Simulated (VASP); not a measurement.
# HfTa4F (I4/mmm) in VASP: a series of runs

HfTa4F is run at these levels: PBE; tasks: relaxation of cell and atoms, single point.

Program: VASP 6.6.1. These are calculated values, not measurements. Logs are shortened: lines on timing, memory, paths and dates and some standing lists are left out, and cuts for length are marked.

**1. The cell of the first run**

The structure is tetragonal, space group I4/mmm (No. 139). Conventional cell: a = 5.975 Å, b = 5.975 Å, c = 6.027 Å, α = 90.00°, β = 90.00°, γ = 90.00°. Hf (site symmetry 4/mmm) has 8 Ta at 2.59 Å and 2 F at 3.01 Å within 3.4 Å. Ta (site symmetry 2/m) has 2 Hf at 2.59 Å and 2 F at 2.59 Å and 6 Ta at 2.99 to 3.01 Å within 3.4 Å. F (site symmetry 4/mmm) has 8 Ta at 2.59 Å and 2 Hf at 3.01 Å within 3.4 Å.

The cell was built from a structure type or drawn by symmetry, and may not be a known phase.

**2. Relaxation of cell and atoms, PBE**

The input, INCAR:

```
SYSTEM = HfTa4F
ALGO = Normal ; EDIFF = 1E-6
EDIFFG = -0.04 ; ENCUT = 600
GGA = PE ; IBRION = 2
ISIF = 3 ; ISMEAR = 0
LASPH = .TRUE. ; LCHARG = .FALSE.
LREAL = .FALSE. ; LWAVE = .FALSE.
NELM = 80 ; NSW = 90
PREC = Accurate ; SIGMA = 0.1
```

The input, KPOINTS:

```
k-points
0
G
  4 4 4
  0 0 0
```

The input, POSCAR:

```
HfTa4F
1.0
   -2.9875685800      2.9875685800      3.0136688800
    2.9875685800     -2.9875685800      3.0136688800
    2.9875685800      2.9875685800     -3.0136688800
Hf Ta F
1 4 1
Direct
    0.5000000000      0.5000000000      0.0000000000
    0.5000000000      0.5000000000      0.5000000000
    0.0000000000      0.0000000000      0.5000000000
    0.5000000000      0.0000000000      0.0000000000
    0.0000000000      0.5000000000      0.0000000000
    0.0000000000      0.0000000000      0.0000000000
```

Potentials or basis: VASP PAW PBE potentials, release 64 (Hf_pv, Ta_pv, F).

Command:

```console
> cat potpaw_PBE.64/Hf_pv/POTCAR potpaw_PBE.64/Ta_pv/POTCAR potpaw_PBE.64/F/POTCAR > POTCAR
> mpirun -np 1 vasp_std > vasp.out
```

OUTCAR:

```text
SYSTEM = HfTa4F
   EDIFF = 1E-6
   EDIFFG = -0.04
   ENCUT = 600
   GGA = PE
   IBRION = 2
   ISIF = 3
   ISMEAR = 0
   LASPH = .TRUE.
   LREAL = .FALSE.
   NELM = 80
   NSW = 90
   PREC = Accurate

 ion  position               nearest neighbor table
   1  0.500  0.500  0.000-   2 2.59   3 2.59   4 2.59   5 2.59   2 2.59   4 2.59   5 2.59   3 2.59

   2  0.500  0.500  0.500-   1 2.59   6 2.59   1 2.59   6 2.59   5 2.99   4 2.99   5 2.99   4 2.99
                             3 3.01   3 3.01
   3  0.000  0.000  0.500-   1 2.59   6 2.59   6 2.59   1 2.59   5 2.99   5 2.99   4 2.99   4 2.99
                             2 3.01   2 3.01
   4  0.500  0.000  0.000-   1 2.59   6 2.59   1 2.59   6 2.59   3 2.99   2 2.99   2 2.99   3 2.99
                             5 3.01   5 3.01
   5  0.000  0.500  0.000-   1 2.59   6 2.59   6 2.59   1 2.59   3 2.99   3 2.99   2 2.99   2 2.99
                             4 3.01   4 3.01
   6  0.000  0.000  0.000-   2 2.59   3 2.59   4 2.59   5 2.59   3 2.59   5 2.59   4 2.59   2 2.59

  LATTYP: Found a body centered tetragonal cell.
 ALAT       =     5.9751371600
 C/A-ratio  =     1.0087363015

  Lattice vectors:

 A1 = (  -2.9875685800,   2.9875685800,   3.0136688800)
 A2 = (   2.9875685800,  -2.9875685800,   3.0136688800)
 A3 = (   2.9875685800,   2.9875685800,  -3.0136688800)

Analysis of symmetry for initial positions (statically):
=====================================================================
 Subroutine PRICEL returns:
 Original cell was already a primitive cell.

 Routine SETGRP: Setting up the symmetry group for a
 body centered tetragonal supercell.

 Subroutine GETGRP returns: Found 16 space group operations
 (whereof 16 operations were pure point group operations)
 out of a pool of 16 trial point group operations.

The static configuration has the point symmetry D_4h.

Analysis of symmetry for dynamics (positions and initial velocities):
=====================================================================
 Subroutine PRICEL returns:
 Original cell was already a primitive cell.

 Routine SETGRP: Setting up the symmetry group for a
 body centered tetragonal supercell.

 Subroutine GETGRP returns: Found 16 space group operations
 (whereof 16 operations were pure point group operations)
 out of a pool of 16 trial point group operations.

The dynamic configuration has the point symmetry D_4h.

 Subroutine INISYM returns: Found 16 space group operations
 (whereof 16 operations are pure point group operations),
 and found     1 'primitive' translations

----------------------------------------------------------------------------------------

                                     Primitive cell

  volume of cell :     107.5948

  direct lattice vectors                    reciprocal lattice vectors
    -2.987568580  2.987568580  3.013668880     0.000000000  0.167360175  0.165910729
     2.987568580 -2.987568580  3.013668880     0.167360175  0.000000000  0.165910729
     2.987568580  2.987568580 -3.013668880     0.167360175  0.167360175  0.000000000

  length of vectors
     5.189733342  5.189733342  5.189733342     0.235660345  0.235660345  0.236683029

  position of ions in fractional coordinates (direct lattice)
     0.500000000  0.500000000  0.000000000
     0.500000000  0.500000000  0.500000000
     0.000000000  0.000000000  0.500000000
     0.500000000  0.000000000  0.000000000
     0.000000000  0.500000000  0.000000000
     0.000000000  0.000000000  0.000000000

  ion indices of the primitive-cell ions
   primitive index   ion index
                 1           1
                 2           2
                 3           3
                 4           4
                 5           5
                 6           6

----------------------------------------------------------------------------------------

 KPOINTS: k-points

Automatic generation of k-mesh.
 Grid dimensions read from file:
 generate k-points for:    4    4    4

 Generating k-lattice:

  Cartesian coordinates                     Fractional coordinates (reciprocal lattice)
     0.000000000  0.041840044  0.041477682     0.250000000  0.000000000  0.000000000
     0.041840044  0.000000000  0.041477682     0.000000000  0.250000000  0.000000000
     0.041840044  0.041840044  0.000000000     0.000000000  0.000000000  0.250000000

  Length of vectors
     0.058915086  0.058915086  0.059170757

  Shift w.r.t. Gamma in fractional coordinates (k-lattice)
     0.000000000  0.000000000  0.000000000

 Subroutine IBZKPT returns following result:
 ===========================================

 Found     13 irreducible k-points:

 Following reciprocal coordinates:
            Coordinates               Weight
  0.000000  0.000000  0.000000      1.000000
  0.250000  0.000000 -0.000000      8.000000
  0.500000  0.000000 -0.000000      4.000000
  0.250000  0.250000 -0.000000      8.000000
  0.500000  0.250000 -0.000000     16.000000
 -0.250000  0.250000  0.000000      4.000000
  0.500000  0.500000 -0.000000      2.000000
  0.250000  0.250000  0.250000      2.000000
 -0.250000  0.250000  0.250000      4.000000
  0.500000  0.500000  0.250000      4.000000
 -0.250000  0.500000  0.250000      8.000000
 -0.250000 -0.250000  0.250000      2.000000
  0.500000  0.500000  0.500000      1.000000
   k-points           NKPTS =     13   k-points in BZ     NKDIM =     13   number of bands    NBANDS=     36
   number of dos      NEDOS =    301   number of ions     NIONS =      6
   total plane-waves  NPLWV =  74088
   dimension x,y,z NGX =    42 NGY =   42 NGZ =   42
   dimension x,y,z NGXF=    84 NGYF=   84 NGZF=   84
   ions per type =               1   4   1
   NGX,Y,Z   is equivalent  to a cutoff of  13.45, 13.45, 13.45 a.u.
   NGXF,Y,Z  is equivalent  to a cutoff of  26.91, 26.91, 26.91 a.u.
 SYSTEM =  HfTa4F
   PREC   = accura    normal or accurate (medium, high low for compatibility)
   ISTART =      0    job   : 0-new  1-cont  2-samecut
   ICHARG =      2    charge: 1-file 2-atom 10-const
   ISPIN  =      1    spin polarized calculation?
   LNONCOLLINEAR =      F non collinear calculations
   LSORBIT =      F    spin-orbit coupling
   LASPH  =      T    aspherical Exc in radial PAW
   ENCUT  =  600.0 eV  44.10 Ry    6.64 a.u.  10.37 10.37 10.37*2*pi/ulx,y,z
   NELM   =     80;   NELMIN=  2; NELMDL= -5     # of ELM steps
   EDIFF  = 0.1E-05   stopping-criterion for ELM
   LREAL  =      F    real-space projection
   EDIFFG = -.4E-01   stopping-criterion for IOM
   NSW    =     90    number of steps for IOM
   IBRION =      2    ionic relax: 0-MD 1-quasi-New 2-CG
   NFREE  =      1    steps in history (QN), initial steepest desc. (CG)
   ISIF   =      3    stress and relaxation
   ISYM   =      2    0-nonsym 1-usesym 2-fastsym
   POTIM  = 0.5000    time-step for ionic-motion
   TEBEG  =    0.0;   TEEND  =   0.0 temperature during run
   PSTRESS=    0.0 pullay stress
   NELECT =      61.0000    total number of electrons
   NUPDOWN=      -1.0000    fix difference up-down
   EMIN   =  10.00;   EMAX   =-10.00  energy-range for DOS
   EFERMI =   0.00;   METHOD = LEGACY
   ISMEAR =     0;   SIGMA  =   0.10  broadening in eV -4-tet -1-fermi 0-gaus
   EFERMI_NEDOS =   21; number of points for ismear=-14 and -15
   IALGO  =     38    algorithm
   IMIX   =      4    mixing-type and parameters
     AMIX     =   0.40;   BMIX     =  1.00
     AMIX_MAG =   1.60;   BMIX_MAG =  1.00
  volume/ion in A,a.u.               =      17.93       121.01
  Fermi-wavevector in a.u.,A,eV,Ry     =   1.354943  2.560471 24.978533  1.835870
  Thomas-Fermi vector in A             =   2.482072
   LORBIT       =      0    0 simple, 1 ext, 2 COOP (PROOUT), +10 PAW based schemes
   GGA     = PE    functional components
   LHFCALC =     F    Hartree Fock is set to
   AEXX    =    0.0000 exact exchange contribution
   IVDW    =     0    specifies the selected vdW correction
   LEPSILON=     F    determine dielectric tensor
   LRPA    =     F    only Hartree local field effects (RPA)
 conjugate gradient relaxation of ions
 non-spin polarized calculation
 Gauss-broadening in eV      SIGMA  =   0.10
  energy-cutoff  :      600.00
  volume of cell :      107.59
 maximum number of plane-waves:      3612
 NGX is ok and might be reduce to    42
   NGX = 21   NGY = 21   NGZ = 21

--------------------------------------- Ionic step        1  -------------------------------------------

 number of electron      61.0000020 magnetization

 Free energy of the ion-electron system (eV)
  ---------------------------------------------------
  ext. energy  EPLUGINS =         0.00000000
  ---------------------------------------------------
  free energy    TOTEN  =       -52.06720315 eV

  energy without entropy =      -52.02581181  energy(sigma->0) =      -52.04650748

------------------------ aborting loop because EDIFF is reached ----------------------------------------

  FORCE on cell =-STRESS in cart. coord.  units (eV):
  Direction    XX          YY          ZZ          XY          YZ          ZX
  --------------------------------------------------------------------------------------
  -------------------------------------------------------------------------------------
  Total       10.6228308     10.6228308     12.1994559      0.0000000      0.0000000      0.0000000
  in kB      158.1829086    158.1829086    181.6601852      0.0000000      0.0000000      0.0000000
  external PRESSURE =     166.0086675 kB  Pullay stress =       0.0000000 kB
[... 27 lines left out ...]
--------------------------------------- Ionic step        2  -------------------------------------------

 number of electron      61.0000014 magnetization

 E-fermi :   3.1558     XC(G=0): -10.6016

 val. band max:        3.1520400102   @ k =  -0.2500   0.5000   0.2500
 cond. band min:       3.1731866963   @ k =   0.5000   0.2500  -0.0000
 fundamental gap:      0.0211466862
 Fermi energy:         3.1557772897

 k-point     1 :       0.0000    0.0000    0.0000
  band No.  band energies     occupation
      1     -31.9015      2.00000
      2     -31.9015      2.00000
      3     -31.8977      2.00000
      4     -31.7755      2.00000
      5     -31.7519      2.00000
      6     -31.7519      2.00000
[... 569 lines left out ...]
  FREE ENERGIE OF THE ION-ELECTRON SYSTEM (eV)
  ---------------------------------------------------
  free  energy   TOTEN  =       -52.6962766353 eV

  energy  without entropy=      -52.6531977138  energy(sigma->0) =      -52.67473717

[... ionic steps 4 to 14 ...]

--------------------------------------- Ionic step       15  -------------------------------------------

 number of electron      61.0000002 magnetization

------------------------ aborting loop because EDIFF is reached ----------------------------------------
[... 75 lines left out ...]
--------------------------------------- Ionic step       17  -------------------------------------------

 number of electron      61.0000008 magnetization

 Free energy of the ion-electron system (eV)
  ---------------------------------------------------
  ext. energy  EPLUGINS =         0.00000000
  ---------------------------------------------------
  free energy    TOTEN  =       -53.39308530 eV

  energy without entropy =      -53.36795782  energy(sigma->0) =      -53.38052156

 E-fermi :   3.7969     XC(G=0): -11.0323

 val. band max:        3.7241401718   @ k =   0.5000   0.2500  -0.0000
 cond. band min:       3.8034109639   @ k =  -0.2500   0.5000   0.2500
 fundamental gap:      0.0792707920
 Fermi energy:         3.7968762183

 k-point     1 :       0.0000    0.0000    0.0000
  band No.  band energies     occupation
      1     -31.1394      2.00000
      2     -30.9826      2.00000
      3     -30.9192      2.00000
      4     -30.9192      2.00000
      5     -30.7542      2.00000
      6     -30.6444      2.00000
[... 529 lines left out ...]
  FREE ENERGIE OF THE ION-ELECTRON SYSTEM (eV)
  ---------------------------------------------------
  free  energy   TOTEN  =       -53.3930852991 eV

  energy  without entropy=      -53.3679578248  energy(sigma->0) =      -53.38052156

 reached required accuracy - stopping structural energy minimisation
```

Wall time 8 min (1 thread of Intel Xeon 6975P-C (Granite Rapids), shared host); peak memory 0.3 GiB.

Results:

* Free energy: -53.3931 eV
* Relaxed volume: 20.76 Å³/atom
* Relaxed cell: a = 5.634 Å, b = 5.634 Å, c = 5.634 Å, α = 120.98°, β = 120.98°, γ = 88.32°
* Space group after relaxing (to 0.1 Å): I4/mmm (No. 139)
* Energy gained by relaxing: 221.0 meV/atom
* Ionic steps: 17
* Pressure after relaxing: 0.1 GPa
* Band gap on the k mesh: zero (an odd number of electrons rules out a gap without spin polarisation)

Step by step:
```
step  energy change (eV)  largest force (eV/Å)  pressure (GPa)  volume (Å³)
   1              0.0000                0.0000           16.60       107.59
   2              0.1463                0.0000          -12.34       139.19
   3             -0.6291                0.0000           -0.50       121.35
   4             -0.6296                0.0000           -0.15       120.97
   5             -0.6295                0.0000            0.11       120.69
   6             -0.6564                0.0000            0.16       120.77
   7             -0.7298                0.0000            0.52       120.90
   8             -0.8611                0.0000            1.82       120.56
   9             -1.1863                0.0000            6.84       117.77
  10             -1.1921                0.0000            6.73       117.95
  11             -1.2070                0.0000            6.39       118.46
  12             -1.2213                0.0000            5.71       119.46
  13             -1.2342                0.0000            5.33       119.77
  14             -1.2677                0.0000            4.20       120.72
  15             -1.3116                0.0000            2.10       122.61
  16             -1.3117                0.0000           -1.79       126.44
  17             -1.3259                0.0000            0.07       124.54
```

Final structure:
```xyz
6
Lattice="-2.7754 2.7754 4.0421 2.7754 -2.7754 4.0421 2.7754 2.7754 -4.0421" Properties=species:S:1:pos:R:3 pbc="T T T"
Hf    0.0000    0.0000    4.0421
Ta    1.3877    1.3877    2.0211
Ta    1.3877    1.3877   -2.0211
Ta   -1.3877    1.3877    2.0211
Ta    1.3877   -1.3877    2.0211
F     0.0000    0.0000    0.0000
```

Caveat: the k points lie up to 0.34 Å⁻¹ apart in the final cell, too coarse for converged energies and pressures of a metal; the volume moved by over 15 % at a fixed basis, so the end points are rough; spin-orbit coupling is left out, which moves the levels of the heavy elements; an odd number of electrons without spin polarisation forces a metal; a magnetic or distorted state may lie lower.

**3. Single point, PBE**

This run uses another cell than the first one, of 20.96 Å³/atom.

The input, INCAR:

```
SYSTEM = HfTa4F
PREC = Accurate
ENCUT = 520
EDIFF = 1E-7
ISMEAR = 0
SIGMA = 0.1
LREAL = .FALSE.
LASPH = .TRUE.
NELM = 60
ALGO = Normal
ISIF = 2
LWAVE = .FALSE.
LCHARG = .TRUE.
GGA = PE
LELF = .TRUE.
LVHAR = .TRUE.
NBANDS = 40
```

The input, KPOINTS:

```
Automatic mesh
0
G
  10 10 10
  0 0 0
```

POSCAR, as its differences from that of step 2:

```diff
@@ -2,5 +2,5 @@
 1.0
-   -2.9875685800      2.9875685800      3.0136688800
-    2.9875685800     -2.9875685800      3.0136688800
-    2.9875685800      2.9875685800     -3.0136688800
+   -2.7619930822      2.7619930822      4.1214870290
+    2.7619930822     -2.7619930822      4.1214870290
+    2.7619930822      2.7619930822     -4.1214870290
 Hf Ta F
```

Potentials or basis: VASP PAW PBE potentials, release 64 (Hf_pv, Ta_pv, F).

Command:

```console
> cat potpaw_PBE.64/Hf_pv/POTCAR potpaw_PBE.64/Ta_pv/POTCAR potpaw_PBE.64/F/POTCAR > POTCAR
> mpirun -np 1 vasp_std > vasp.out
```

Wall time 6.1 min (1 thread of Intel Xeon 6975P-C (Granite Rapids), shared host); peak memory 0.56 GiB.

The run converged. Its results:

```
Free energy            : -53.4777 eV
Pressure               : -0.1 GPa
Band gap on the k mesh : zero (an odd number of electrons rules out a gap without spin polarisation)
```

Levels at points of the mesh, in eV from the Fermi level:
| k point | band 28 | band 29 | band 30 | band 31 | band 32 | band 33 |
| --- | --- | --- | --- | --- | --- | --- |
| (0.00, 0.00, 0.00) | -1.24 | -1.24 | -1.17 | 1.38 | 1.38 | 2.27 |
| (0.50, 0.00, 0.00) | -0.74 | -0.41 | -0.23 | -0.04 | 0.24 | 0.35 |
| (0.50, 0.50, 0.00) | -0.47 | -0.45 | -0.04 | 0.57 | 0.59 | 0.66 |
| (0.50, 0.50, 0.50) | -0.67 | -0.49 | -0.27 | -0.13 | 0.59 | 0.59 |

Caveat: spin-orbit coupling is left out, which moves the levels of the heavy elements; an odd number of electrons without spin polarisation forces a metal; a magnetic or distorted state may lie lower.
